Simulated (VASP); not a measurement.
# AgCl (Immm) in VASP: a series of runs

Runs on AgCl. Level: r2SCAN. Tasks: single point.

Everything below comes from runs of VASP 6.6.1. Logs are shortened: lines on timing, memory, paths and dates and some standing lists are left out, and cuts for length are marked.

**1. The cell of the first run**

The structure is orthorhombic, space group Immm (No. 71). The conventional cell has a = 3.843 Å, b = 4.000 Å, c = 5.546 Å, α = 90.00°, β = 90.00°, γ = 90.00°. Ag (site symmetry mmm) has 6 Cl at 2.77 Å within 3.7 Å. Within 3.7 Å of Cl (site symmetry mmm) lie 6 Ag at 2.77 Å.

**2. Single point, r2SCAN (strain -0.0400 x Voigt [0, 0, 0, 1, 0, 0])**

POSCAR reads:

```
AgCl
1.0
    0.0000000000      2.7176870000      2.7176870000
    2.7731500000     -0.0554630000      2.7731500000
    2.7731500000      2.7731500000     -0.0554630000
Ag Cl
1 1
Direct
    0.5000000000      0.5000000000      0.5000000000
    0.0000000000      0.0000000000      0.0000000000
```

INCAR.step1 reads:

```
ALGO = Normal
EDIFF = 1E-5
ENCUT = 550
GGA = PE
GGA_COMPAT = False
ISMEAR = 0
LASPH = True
LCHARG = False
LREAL = False
LWAVE = True
NBANDS = 16
NELM = 120
PREC = Accurate
SIGMA = 0.05
```

INCAR.step2 reads:

```
ALGO = Normal
EDIFF = 1E-6
ENCUT = 550
GGA_COMPAT = False
ISIF = 2
ISMEAR = 0
ISTART = 1
LASPH = True
LCHARG = False
LMIXTAU = True
LREAL = False
LWAVE = False
METAGGA = R2SCAN
NBANDS = 16
NELM = 120
PREC = Accurate
SIGMA = 0.05
```

KPOINTS reads:

```
k-points
0
Gamma
  8 8 8
```

Potentials or basis: VASP PAW PBE potentials, release 64 (Ag, Cl).

Run with:

```bash
> cat potpaw_PBE.64/Ag/POTCAR potpaw_PBE.64/Cl/POTCAR > POTCAR
> cp INCAR.step1 INCAR
> mpirun -np 1 vasp_std > vasp.out
> cp INCAR.step2 INCAR
> mpirun -np 1 vasp_std > vasp.out
```

OUTCAR:

```text
EDIFF = 1E-6
   ENCUT = 550
   ISIF = 2
   ISMEAR = 0
   ISTART = 1
   LASPH = True
   LREAL = False
   METAGGA = R2SCAN
   NELM = 120
   PREC = Accurate

 ion  position               nearest neighbor table
   1  0.500  0.500  0.500-   2 2.77   2 2.77   2 2.77   2 2.77   2 2.77   2 2.77
   2  0.000  0.000  0.000-   1 2.77   1 2.77   1 2.77   1 2.77   1 2.77   1 2.77

  LATTYP: Found a body centered orthorhombic cell.
 ALAT       =     3.8433898137
 B/A-ratio  =     1.0408163265
 C/A-ratio  =     1.4430750636

  Lattice vectors:

 A1 = (  -2.7731500000,   0.0554630000,  -2.7731500000)
 A2 = (  -2.7731500000,  -0.0554630000,   2.7731500000)
 A3 = (   2.7731500000,   2.7731500000,  -0.0554630000)

Analysis of symmetry for initial positions (statically):
=====================================================================
 Subroutine PRICEL returns:
 Original cell was already a primitive cell.

 Routine SETGRP: Setting up the symmetry group for a
 body centered orthorhombic supercell.

 Subroutine GETGRP returns: Found  8 space group operations
 (whereof  8 operations were pure point group operations)
 out of a pool of  8 trial point group operations.

The static configuration has the point symmetry D_2h.

Analysis of symmetry for dynamics (positions and initial velocities):
=====================================================================
 Subroutine PRICEL returns:
 Original cell was already a primitive cell.

 Routine SETGRP: Setting up the symmetry group for a
 body centered orthorhombic supercell.

 Subroutine GETGRP returns: Found  8 space group operations
 (whereof  8 operations were pure point group operations)
 out of a pool of  8 trial point group operations.

The dynamic configuration has the point symmetry D_2h.

 Subroutine INISYM returns: Found  8 space group operations
 (whereof  8 operations are pure point group operations),
 and found     1 'primitive' translations

----------------------------------------------------------------------------------------

                                     Primitive cell

  volume of cell :      42.6360

  direct lattice vectors                    reciprocal lattice vectors
     0.000000000  2.717687000  2.717687000    -0.180300380  0.183979980  0.183979980
     2.773150000 -0.055463000  2.773150000     0.180300380 -0.176765079  0.176765079
     2.773150000  2.773150000 -0.055463000     0.180300380  0.176765079 -0.176765079

  length of vectors
     3.843389814  3.922218504  3.922218504     0.316552513  0.308220722  0.308220722

  position of ions in fractional coordinates (direct lattice)
     0.500000000  0.500000000  0.500000000
     0.000000000  0.000000000  0.000000000

  ion indices of the primitive-cell ions
   primitive index   ion index
                 1           1
                 2           2

----------------------------------------------------------------------------------------

 KPOINTS: k-points

Automatic generation of k-mesh.
 Grid dimensions read from file:
 generate k-points for:    8    8    8

 Generating k-lattice:

  Cartesian coordinates                     Fractional coordinates (reciprocal lattice)
    -0.022537548  0.022997498  0.022997498     0.125000000  0.000000000  0.000000000
     0.022537548 -0.022095635  0.022095635     0.000000000  0.125000000  0.000000000
     0.022537548  0.022095635 -0.022095635     0.000000000  0.000000000  0.125000000

  Length of vectors
     0.039569064  0.038527590  0.038527590

  Shift w.r.t. Gamma in fractional coordinates (k-lattice)
     0.000000000  0.000000000  0.000000000

 Subroutine IBZKPT returns following result:
 ===========================================

 Found     95 irreducible k-points:

 Following reciprocal coordinates:
            Coordinates               Weight
  0.000000  0.000000  0.000000      1.000000
  0.125000 -0.000000 -0.000000      4.000000
  0.250000 -0.000000 -0.000000      4.000000
  0.375000 -0.000000 -0.000000      4.000000
  0.500000 -0.000000 -0.000000      2.000000
  0.000000  0.125000 -0.000000      4.000000
[... 16 lines left out ...]
  0.125000  0.375000 -0.000000      8.000000
  0.250000  0.375000 -0.000000      8.000000
 [... further k-points ...]
   k-points           NKPTS =     95   k-points in BZ     NKDIM =     95   number of bands    NBANDS=     16
   number of dos      NEDOS =    301   number of ions     NIONS =      2
   total plane-waves  NPLWV =  27000
   dimension x,y,z NGX =    30 NGY =   30 NGZ =   30
   dimension x,y,z NGXF=    60 NGYF=   60 NGZF=   60
   ions per type =               1   1
   NGX,Y,Z   is equivalent  to a cutoff of  12.98, 12.72, 12.72 a.u.
   NGXF,Y,Z  is equivalent  to a cutoff of  25.95, 25.43, 25.43 a.u.
 SYSTEM =  unknown system
   PREC   = accura    normal or accurate (medium, high low for compatibility)
   ISTART =      1    job   : 0-new  1-cont  2-samecut
   ICHARG =      0    charge: 1-file 2-atom 10-const
   ISPIN  =      1    spin polarized calculation?
   LNONCOLLINEAR =      F non collinear calculations
   LSORBIT =      F    spin-orbit coupling
   LASPH  =      T    aspherical Exc in radial PAW
   ENCUT  =  550.0 eV  40.42 Ry    6.36 a.u.   7.35  7.50  7.50*2*pi/ulx,y,z
   NELM   =    120;   NELMIN=  2; NELMDL=  0     # of ELM steps
   EDIFF  = 0.1E-05   stopping-criterion for ELM
   LREAL  =      F    real-space projection
   EDIFFG = 0.1E-04   stopping-criterion for IOM
   NSW    =      0    number of steps for IOM
   IBRION =     -1    ionic relax: 0-MD 1-quasi-New 2-CG
   NFREE  =      0    steps in history (QN), initial steepest desc. (CG)
   ISIF   =      2    stress and relaxation
   ISYM   =      2    0-nonsym 1-usesym 2-fastsym
   POTIM  = 0.5000    time-step for ionic-motion
   TEBEG  =    0.0;   TEEND  =   0.0 temperature during run
   PSTRESS=    0.0 pullay stress
   NELECT =      18.0000    total number of electrons
   NUPDOWN=      -1.0000    fix difference up-down
   EMIN   =  10.00;   EMAX   =-10.00  energy-range for DOS
   EFERMI =   0.00;   METHOD = LEGACY
   ISMEAR =     0;   SIGMA  =   0.05  broadening in eV -4-tet -1-fermi 0-gaus
   EFERMI_NEDOS =   21; number of points for ismear=-14 and -15
   IALGO  =     38    algorithm
   IMIX   =      4    mixing-type and parameters
     AMIX     =   0.40;   BMIX     =  1.00
     AMIX_MAG =   1.60;   BMIX_MAG =  1.00
  volume/ion in A,a.u.               =      21.32       143.86
  Fermi-wavevector in a.u.,A,eV,Ry     =   1.228118  2.320807 20.521323  1.508275
  Thomas-Fermi vector in A             =   2.363056
   LORBIT       =      0    0 simple, 1 ext, 2 COOP (PROOUT), +10 PAW based schemes
   METAGGA = R2SCAN    functional components
   LHFCALC =     F    Hartree Fock is set to
   AEXX    =    0.0000 exact exchange contribution
   IVDW    =     0    specifies the selected vdW correction
   LEPSILON=     F    determine dielectric tensor
   LRPA    =     F    only Hartree local field effects (RPA)
 non-spin polarized calculation
 Gauss-broadening in eV      SIGMA  =   0.05
  energy-cutoff  :      550.00
  volume of cell :       42.64
 maximum number of plane-waves:      1269
 NGX is ok and might be reduce to    30
   NGX = 15   NGY = 15   NGZ = 15

 number of electron      18.0000000 magnetization

 Free energy of the ion-electron system (eV)
  ---------------------------------------------------
  ext. energy  EPLUGINS =         0.00000000
  ---------------------------------------------------
  free energy    TOTEN  =       -28.64216733 eV

  energy without entropy =      -28.64216733  energy(sigma->0) =      -28.64216733

 E-fermi :   3.8811     XC(G=0): -10.5106

 val. band max:        3.5754179060   @ k =   0.5000  -0.0000  -0.0000
 cond. band min:       4.9589536555   @ k =   0.0000   0.0000   0.0000
 fundamental gap:      1.3835357496
 Fermi energy:         3.8811319624

 k-point     1 :       0.0000    0.0000    0.0000
  band No.  band energies     occupation
      1     -12.2720      2.00000
      2       1.0121      2.00000
      3       1.0778      2.00000
      4       1.0907      2.00000
      5       1.0940      2.00000
      6       1.1351      2.00000
[... 8 lines left out ...]
     15      17.6223      0.00000
     16      17.8006      0.00000

 k-point     2 :       0.1250   -0.0000   -0.0000
  band No.  band energies     occupation
      1     -12.2098      2.00000
      2       0.3076      2.00000
      3       0.3541      2.00000
      4       0.4002      2.00000
      5       1.1374      2.00000
      6       1.1585      2.00000
[... 8 lines left out ...]
     15      16.2235      0.00000
     16      16.8271      0.00000

 k-point     3 :       0.2500   -0.0000   -0.0000
  band No.  band energies     occupation
      1     -12.0534      2.00000
      2      -0.6819      2.00000
      3      -0.3005      2.00000
      4      -0.2087      2.00000
      5       1.2680      2.00000
      6       1.2936      2.00000
[... 8 lines left out ...]
     15      16.4938      0.00000
     16      16.6241      0.00000

 k-point     4 :       0.3750   -0.0000   -0.0000
  band No.  band energies     occupation
      1     -11.8872      2.00000
      2      -1.4807      2.00000
      3      -0.6885      2.00000
      4      -0.5919      2.00000
      5       1.4038      2.00000
      6       1.4310      2.00000
[... 8 lines left out ...]
     15      17.1404      0.00000
     16      17.5225      0.00000
[... 324 lines left out ...]
 k-point    22 :       0.0000    0.3750   -0.0000
  band No.  band energies     occupation
      1     -11.9197      2.00000
      2      -1.5270      2.00000
      3      -0.6060      2.00000
      4      -0.4979      2.00000
      5       1.3838      2.00000
      6       1.4226      2.00000
[... 8 lines left out ...]
     15      17.2348      0.00000
     16      17.5007      0.00000

 k-point    23 :       0.1250    0.3750   -0.0000
  band No.  band energies     occupation
      1     -11.9431      2.00000
      2      -1.2860      2.00000
      3      -0.4677      2.00000
      4      -0.3078      2.00000
      5       1.2787      2.00000
      6       1.4227      2.00000
[... 8 lines left out ...]
     15      17.8817      0.00000
     16      18.3369      0.00000

 k-point    24 :       0.2500    0.3750   -0.0000
  band No.  band energies     occupation
      1     -11.9227      2.00000
      2      -1.1687      2.00000
      3      -0.0543      2.00000
      4       0.0679      2.00000
      5       1.0572      2.00000
      6       1.4286      2.00000
[... 8 lines left out ...]
     15      18.7946      0.00000
     16      19.9668      0.00000

 [... further k-points ...]
[... 5 lines left out ...]
  --------------------------------------------------------------------------------------
  -------------------------------------------------------------------------------------
  Total       -0.0341282     -0.0281278     -0.0281278     -0.0000000      0.0587615      0.0000000
  in kB       -1.2824712     -1.0569880     -1.0569880     -0.0000000      2.2081421      0.0000000
  external PRESSURE =      -1.1321491 kB  Pullay stress =       0.0000000 kB

 VOLUME and BASIS-vectors are now :
 -----------------------------------------------------------------------------
  energy-cutoff  :      550.00
  volume of cell :       42.64
      direct lattice vectors                 reciprocal lattice vectors
     0.000000000  2.717687000  2.717687000    -0.180300380  0.183979980  0.183979980
     2.773150000 -0.055463000  2.773150000     0.180300380 -0.176765079  0.176765079
     2.773150000  2.773150000 -0.055463000     0.180300380  0.176765079 -0.176765079

 POSITION                                       TOTAL-FORCE (eV/Angst)
 -----------------------------------------------------------------------------------
      2.77315      2.71769      2.71769         0.000000      0.000000      0.000000
      0.00000      0.00000      0.00000         0.000000     -0.000000     -0.000000
 -----------------------------------------------------------------------------------
    total drift:                                0.000000      0.000000      0.000000

  FREE ENERGIE OF THE ION-ELECTRON SYSTEM (eV)
  ---------------------------------------------------
  free  energy   TOTEN  =       -28.6421673312 eV

  energy  without entropy=      -28.6421673312  energy(sigma->0) =      -28.64216733
```

Wall time 2.1 min (1 thread of Intel Xeon 6975P-C (Granite Rapids), shared host); peak memory 0.22 GiB.

Results:

```
Free energy            : -28.6422 eV
Pressure               : -0.1 GPa
Band gap on the k mesh : 1.38 eV, indirect (least direct gap 3.67 eV)
```

Caveat: the cell differs from its parent crystal (strain -0.0400 x Voigt [0, 0, 0, 1, 0, 0]); the PAW data sets were made with another functional, which shifts forces and pressure a little.

**3. Single point, r2SCAN (strain +0.0300 x Voigt [0, 0, 0, 1, 0, 0])**

POSCAR reads:

```
AgCl
1.0
    0.0000000000      2.8147472500      2.8147472500
    2.7731500000      0.0415972500      2.7731500000
    2.7731500000      2.7731500000      0.0415972500
Ag Cl
1 1
Direct
    0.5000000000      0.5000000000      0.5000000000
    0.0000000000      0.0000000000      0.0000000000
```

INCAR.step1 reads:

```
ALGO = Normal ; EDIFF = 1E-5
ENCUT = 550 ; GGA = PE
GGA_COMPAT = F ; ISMEAR = 0
LASPH = T ; LCHARG = F
LREAL = F ; LWAVE = T
NBANDS = 16 ; NELM = 120
PREC = Accurate ; SIGMA = 0.05
```

INCAR.step2 reads:

```
ALGO = Normal ; EDIFF = 1E-6
ENCUT = 550 ; GGA_COMPAT = F
ISIF = 2 ; ISMEAR = 0
ISTART = 1 ; LASPH = T
LCHARG = T ; LELF = T
LMIXTAU = T ; LREAL = F
LVHAR = T ; LWAVE = F
METAGGA = R2SCAN ; NBANDS = 16
NELM = 120 ; PREC = Accurate
SIGMA = 0.05
```

KPOINTS is that of step 2.

Potentials or basis: VASP PAW PBE potentials, release 64 (Ag, Cl).

Run with:

```bash
> cat potpaw_PBE.64/Ag/POTCAR potpaw_PBE.64/Cl/POTCAR > POTCAR
> cp INCAR.step1 INCAR
> mpirun -np 1 vasp_std > vasp.out
> cp INCAR.step2 INCAR
> mpirun -np 1 vasp_std > vasp.out
```

It took 2 min on 1 thread of Intel Xeon 6975P-C (Granite Rapids), shared host; peak memory 0.22 GiB.

The run converged. Its results:

| Quantity | Value |
| --- | --- |
| Free energy | -28.6427 eV |
| Pressure | -0.1 GPa |
| Band gap on the k mesh | 1.39 eV, indirect (least direct gap 3.68 eV) |

Stress tensor (GPa, compression positive):
```
-0.12  0.00  0.00
 0.00 -0.11 -0.16
 0.00 -0.16 -0.11
```

Levels at points of the mesh, in eV from the valence-band top:
| k point | band 7 | band 8 | band 9 | band 10 | band 11 | band 12 |
| --- | --- | --- | --- | --- | --- | --- |
| (0.00, 0.00, 0.00) | -2.41 | -2.40 | -2.40 | 1.39 | 11.13 | 11.31 |
| (0.50, 0.00, 0.00) | -1.80 | -0.06 | -0.02 | 4.73 | 7.06 | 8.26 |
| (0.00, 0.50, 0.00) | -1.76 | -0.03 | 0.00 | 4.62 | 7.20 | 8.06 |
| (0.50, 0.50, 0.00) | -1.98 | -1.98 | -1.87 | 2.91 | 8.32 | 9.20 |
| (0.00, 0.50, 0.50) | -1.98 | -1.98 | -1.87 | 2.89 | 8.33 | 9.21 |

Caveat: the cell differs from its parent crystal (strain +0.0300 x Voigt [0, 0, 0, 1, 0, 0]); the PAW data sets were made with another functional, which shifts forces and pressure a little. A k mesh can miss the band edges.
